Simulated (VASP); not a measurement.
A run of VASP 6.6.1 is set up as follows.

The input INCAR:

```
SYSTEM = Mo
  PREC = Accurate
  ENCUT = 520
  EDIFF = 1E-6
  ISMEAR = -1
  SIGMA = 0.15
  LREAL = .FALSE.
  LASPH = .TRUE.
  NELM = 100
  ALGO = Normal
  ISIF = 2
  LWAVE = .FALSE.
  LCHARG = .FALSE.
  GGA = RP
  NBANDS = 13
```

Contents of KPOINTS:

```
regular mesh
0
G
  16 16 16
  0 0 0
```

POSCAR

```
Mo
1.0
   -1.5876514250      1.5876514250      1.5876514250
    1.5876514250     -1.5876514250      1.5876514250
    1.5876514250      1.5876514250     -1.5876514250
Mo
1
Direct
    0.0000000000      0.0000000000      0.0000000000
```

Potentials or basis: VASP PAW PBE potentials, release 64 (Mo_sv).

The run is started by

```sh
$ cat potpaw_PBE.64/Mo_sv/POTCAR > POTCAR
$ mpirun -np 1 vasp_std > vasp.out
```

Problem. What does it give for the band gap on the k mesh?

Solution. Zero (band 7 reaches 16.12 eV, above the bottom of band 8 at 10.97 eV).

Problem. Estimate the pressure.

Solution. 0.5 GPa.

Caveat: the PAW data sets were made with another functional, which shifts forces and pressure a little.
